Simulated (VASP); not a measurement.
# Na5SrNbAs4 (P1) in VASP: further runs, part 2 of 2

VASP 6.6.1. Earlier steps stand in the parts before.

## Step 3: Single point, LDA

Input file INCAR:

```
SYSTEM = Na5SrNbAs4
PREC = Accurate
ENCUT = 400
EDIFF = 1E-6
ISMEAR = -1
SIGMA = 0.05
LREAL = .FALSE.
LASPH = .TRUE.
NELM = 120
ALGO = Normal
ISIF = 2
LWAVE = .FALSE.
LCHARG = .FALSE.
NBANDS = 95
GGA_COMPAT = .FALSE.
```

Input file KPOINTS:

```
Automatic mesh
0
G
  1 1 1
  0 0 0
```

Input file POSCAR:

```
Na5SrNbAs4
1.0
    4.7994160000     -8.3308930000      0.0000000000
    4.7994160000      8.3308930000      0.0000000000
   -0.0046410000      0.0000000000      7.5592420000
Na Sr Nb As
10 2 2 8
Direct
    0.4413721876      0.4872616259      0.6033144593
    0.1299664161      0.5372216767      0.6492582193
    0.5006588824      0.5074168614      0.1454114050
    0.5654395678      0.0622162039      0.1036744160
    0.8567610914      0.1079218013      0.7788214744
    0.3167321393      0.1636993252      0.9029212188
    0.8280745789      0.6772624151      0.7839807219
    0.1143019261      0.8230734827      0.3565039987
    0.7481951415      0.8749882716      0.2655557264
    0.1686830001      0.3204434416      0.2631480775
    0.4625837741      0.9390272958      0.6064629231
    0.9341384784      0.4761563630      0.0628369882
    0.6669361242      0.3385319543      0.4868742130
    0.3270092496      0.6711980419      0.0241426323
    0.6579368508      0.3331817496      0.8167353288
    0.3167059325      0.6542567809      0.3563849391
    0.1718216639      0.7909749767      0.8967036642
    0.6124918853      0.7956535223      0.8997198396
    0.2129559592      0.3928286331      0.9291672366
    0.8358714077      0.2053267590      0.3971429940
    0.3776409769      0.2012853329      0.3680660045
    0.8124467750      0.6165614119      0.3673251895
```

Potentials or basis: VASP PAW LDA potentials, release 64 (Na_pv, Sr_sv, Nb_sv, As).

The run is started by

```sh
> cat potpaw_LDA.64/Na_pv/POTCAR potpaw_LDA.64/Sr_sv/POTCAR potpaw_LDA.64/Nb_sv/POTCAR potpaw_LDA.64/As/POTCAR > POTCAR
> mpirun -np 1 vasp_gam > vasp.out
```

OUTCAR:

```text
SYSTEM = Na5SrNbAs4
   PREC = Accurate
   ENCUT = 400
   EDIFF = 1E-6
   ISMEAR = -1
   LREAL = .FALSE.
   LASPH = .TRUE.
   NELM = 120
   ISIF = 2

 ion  position               nearest neighbor table
   1  0.441  0.487  0.603-
   2  0.130  0.537  0.649-  16 2.71  19 2.86  12 3.54  11 3.59
   3  0.501  0.507  0.145-
   4  0.565  0.062  0.104-  12 3.79  11 3.92  11 3.96
   5  0.857  0.108  0.779-  11 3.54  12 3.88
   6  0.317  0.164  0.903-  19 2.84  11 3.83
[... 328 lines left out ...]
  Total       -4.4991011    -10.1570853    -11.7006334      0.8588554     -0.5256094      1.0323514
  in kB      -11.9247187    -26.9210186    -31.0121416      2.2763679     -1.3931103      2.7362131
  external PRESSURE =     -23.2859596 kB  Pullay stress =       0.0000000 kB

 VOLUME and BASIS-vectors are now :
 -----------------------------------------------------------------------------
  energy-cutoff  :      400.00
  volume of cell :      604.49
      direct lattice vectors                 reciprocal lattice vectors
     4.799416000 -8.330893000  0.000000000     0.104179342 -0.060017576  0.000063961
     4.799416000  8.330893000  0.000000000     0.104179342  0.060017576  0.000063961
    -0.004641000  0.000000000  7.559242000     0.000000000  0.000000000  0.132288396

 POSITION                                       TOTAL-FORCE (eV/Angst)
 -----------------------------------------------------------------------------------
      4.45410      0.38230      4.56060         0.190026      0.016893      0.183843
      3.19910      3.39280      4.90790        -0.592996      0.249931     -0.212974
      4.83750      0.05630      1.09920         0.335539     -0.902501      0.120744
      3.01190     -4.19230      0.78370         0.059174      0.229737      0.166167
      4.62630     -6.23850      5.88730         0.340621      0.132269     -0.115812
      2.30160     -1.27490      6.82540        -0.134334     -0.145111      0.076442
[... 14 lines left out ...]
      2.77680     -1.46920      2.78230         0.724954     -1.268251      0.406302
      6.85670     -1.63190      2.77670        -1.438781      0.130631      0.348764
 -----------------------------------------------------------------------------------
    total drift:                                0.001165      0.000010      0.000430

  FREE ENERGIE OF THE ION-ELECTRON SYSTEM (eV)
  ---------------------------------------------------
  free  energy   TOTEN  =       -94.8943100224 eV

  energy  without entropy=      -94.8942993169  energy(sigma->0) =      -94.89430467
```

OSZICAR:

```text
N       E                     dE             d eps       ncg     rms          rms(c)
DAV:   1     0.178468503328E+04    0.17847E+04   -0.73016E+04   198   0.147E+03
DAV:   2     0.157076903114E+03   -0.16276E+04   -0.15837E+04   198   0.473E+02
DAV:   3    -0.802596401455E+02   -0.23734E+03   -0.22837E+03   253   0.181E+02
DAV:   4    -0.100561340272E+03   -0.20302E+02   -0.19911E+02   268   0.448E+01
DAV:   5    -0.102129369960E+03   -0.15680E+01   -0.15552E+01   372   0.109E+01    0.283E+01
DAV:   6    -0.971701601749E+02    0.49592E+01   -0.24716E+01   268   0.129E+01    0.176E+01
DAV:   7    -0.957826823633E+02    0.13875E+01   -0.11052E+01   284   0.110E+01    0.123E+01
DAV:   8    -0.948977793817E+02    0.88490E+00   -0.23061E+00   260   0.522E+00    0.195E+00
DAV:   9    -0.949174539620E+02   -0.19675E-01   -0.86461E-01   276   0.230E+00    0.139E+00
DAV:  10    -0.948999526891E+02    0.17501E-01   -0.10284E-01   260   0.103E+00    0.830E-01
DAV:  11    -0.948939446180E+02    0.60081E-02   -0.44040E-02   268   0.604E-01    0.329E-01
DAV:  12    -0.948940727639E+02   -0.12815E-03   -0.78693E-03   244   0.253E-01    0.119E-01
DAV:  13    -0.948942721316E+02   -0.19937E-03   -0.12877E-03   268   0.113E-01    0.867E-02
DAV:  14    -0.948942823382E+02   -0.10207E-04   -0.29187E-04   236   0.529E-02    0.569E-02
DAV:  15    -0.948943054147E+02   -0.23076E-04   -0.37491E-04   252   0.558E-02    0.151E-02
DAV:  16    -0.948943087663E+02   -0.33516E-05   -0.33826E-05   260   0.183E-02    0.917E-03
DAV:  17    -0.948943097891E+02   -0.10228E-05   -0.50078E-06   188   0.647E-03    0.437E-03
DAV:  18    -0.948943100224E+02   -0.23330E-06   -0.81426E-07   140   0.365E-03
   1 F= -.94894310E+02 E0= -.94894305E+02  d E =-.107054E-04
```

Run time: 1.9 min. Hardware: 1 thread of AMD EPYC 7R43 (Zen 3), shared host; peak memory 0.33 GiB.

What came out:

```yaml
Free_energy: -94.8943 eV
Pressure: -2.3 GPa
Largest_force: 1.516 eV/Å
```

Forces on the atoms (eV/Å):
```
Na   0.190  0.017  0.184
Na  -0.593  0.250 -0.213
Na   0.336 -0.903  0.121
Na   0.059  0.230  0.166
Na   0.341  0.132 -0.116
Na  -0.134 -0.145  0.076
Na   0.106  0.188 -0.298
Na   0.949 -0.245 -0.250
Na  -0.060  0.070  0.069
Na  -0.666  0.001  0.887
Sr   0.463  0.098  0.159
Sr  -0.519 -0.257  1.160
Nb   0.116 -0.236 -0.664
Nb   0.794 -0.548 -0.217
As  -0.429 -0.184 -0.579
As   0.605  0.114 -1.011
As   0.556 -0.338  0.051
As  -0.566  1.110  0.265
As  -0.224  0.563 -0.705
As  -0.611  1.221  0.160
As   0.725 -1.268  0.406
As  -1.439  0.131  0.349
```

Caveat: the k points lie up to 0.83 Å⁻¹ apart, too coarse for converged energies, forces and pressures; forces of over 1 eV/Å act on the atoms, so gaps and moduli don't describe the material at rest.

## Step 4: Single point, LDA

Input file INCAR:

```
ALGO     = Normal         # electronic algorithm
EDIFF    = 1E-6           # SCF threshold, eV
ENCUT    = 400            # plane-wave cutoff, eV
GGA      = CA             # functional
GGA_COMPAT= False        
ISIF     = 2              # what is computed and relaxed
ISMEAR   = -1             # smearing method
LASPH    = True           # aspherical terms in the spheres
LCHARG   = False          # write CHGCAR
LREAL    = False          # projectors in reciprocal space
LWAVE    = False          # write WAVECAR
NBANDS   = 95             # bands
NELM     = 120            # most SCF steps
PREC     = Accurate       # precision mode
SIGMA    = 0.05           # smearing width, eV
```

Input file KPOINTS:

```
k-points
0
Gamma
  1 1 1
```

Input file POSCAR:

```
Na5SrNbAs4
1.0
    4.7994160000     -8.3308930000      0.0000000000
    4.7994160000      8.3308930000      0.0000000000
   -0.0046410000      0.0000000000      7.5592420000
Na Sr Nb As
10 2 2 8
Direct
    0.4951390119      0.5154489595      0.5886833627
    0.0748007141      0.4475698758      0.5976657448
    0.5391203588      0.4870851208      0.1264809355
    0.5430710520      0.1008255448      0.1136886476
    0.8517420249      0.1316151429      0.8058876803
    0.3045223839      0.1415506592      0.8166559557
    0.8550304830      0.6716287756      0.7483025414
    0.1213967682      0.9318741084      0.3415421811
    0.7154923097      0.8776597989      0.2585047548
    0.1756424927      0.3212931450      0.3018424334
    0.4446684633      0.9359363261      0.5810635511
    0.9365778060      0.4764470613      0.0849291503
    0.6850585767      0.3436185894      0.5062809208
    0.3208403945      0.6523414712      0.0225419427
    0.6600713407      0.3496244294      0.8511170829
    0.3030603944      0.6386546699      0.3624966630
    0.1835144691      0.8047323865      0.9066517516
    0.5755338443      0.8050410532      0.8949045420
    0.2106762152      0.3694347061      0.8820593388
    0.8427809479      0.2061145065      0.4062973510
    0.4045131383      0.1993130475      0.3906608626
    0.8192324017      0.6175253338      0.3658832460
```

The run is started by

```sh
> cat potpaw_LDA.64/Na_pv/POTCAR potpaw_LDA.64/Sr_sv/POTCAR potpaw_LDA.64/Nb_sv/POTCAR potpaw_LDA.64/As/POTCAR > POTCAR
> mpirun -np 1 vasp_gam > vasp.out
```

Run time: 2.2 min. Hardware: 1 thread of AMD EPYC 7R43 (Zen 3), shared host; peak memory 0.33 GiB.

The run converged. Its results:

```yaml
Free_energy: -94.3787 eV
Pressure: -2.4 GPa
Largest_force: 1.897 eV/Å
```

Forces in eV/Å, atoms in the order of the input:
```
Na  -0.111  0.576  0.265
Na   0.555  0.545  0.554
Na  -0.124  0.030 -0.173
Na  -0.324 -0.228 -0.084
Na  -0.055 -0.022 -0.042
Na   0.080  0.180  0.031
Na   0.471  0.179  0.090
Na  -0.675 -0.379 -0.387
Na  -0.294 -0.035 -0.024
Na  -0.280 -0.414 -0.405
Sr  -0.105 -0.576  0.715
Sr   0.524 -0.561  0.630
Nb   0.119  0.010  0.021
Nb  -0.713  0.545 -0.406
As  -0.301 -0.423 -1.825
As   0.917 -0.177 -1.405
As  -0.302 -0.717  0.239
As   1.044 -0.589 -0.105
As   0.515  1.007  1.031
As  -0.957  1.210  0.069
As   0.776 -0.155  0.496
As  -0.759 -0.006  0.715
```

Stress tensor (GPa, compression positive):
```
-0.86 -1.04  0.31
-1.04 -2.11  0.07
 0.31  0.07 -4.21
```

Levels at points of the mesh, in eV from the Fermi level:
```tsv
k point	band 75	band 76	band 77	band 78	band 79	band 80	band 81	band 82
(0.00, 0.00, 0.00)	-1.05	-0.87	-0.73	-0.56	0.56	0.78	0.92	0.99
```

Caveat: the k points lie up to 0.83 Å⁻¹ apart, too coarse for converged energies, forces and pressures; forces of over 1 eV/Å act on the atoms, so gaps and moduli don't describe the material at rest.

## Step 5: The runs side by side

| cell | pressure (GPa) | largest force (eV/Å) |
| --- | --- | --- |
| as given, atomic positions A | -2.0 | 2.68 |
| as given, atomic positions B | -2.3 | 1.52 |
| as given, atomic positions C | -2.4 | 1.90 |

Alike in all rows: task single point; level LDA; potentials or basis VASP PAW LDA potentials, release 64 (Na_pv, Sr_sv, Nb_sv, As); no spin polarisation; k mesh 1 × 1 × 1; cutoff (eV) 400; smearing fermi-dirac 0.05 eV.

Caveats: all runs use coarse meshes; forces of over 1 eV/Å act on the atoms, so gaps and moduli don't describe the material at rest.

Absolute energies hang on the potentials; compare differences alone.
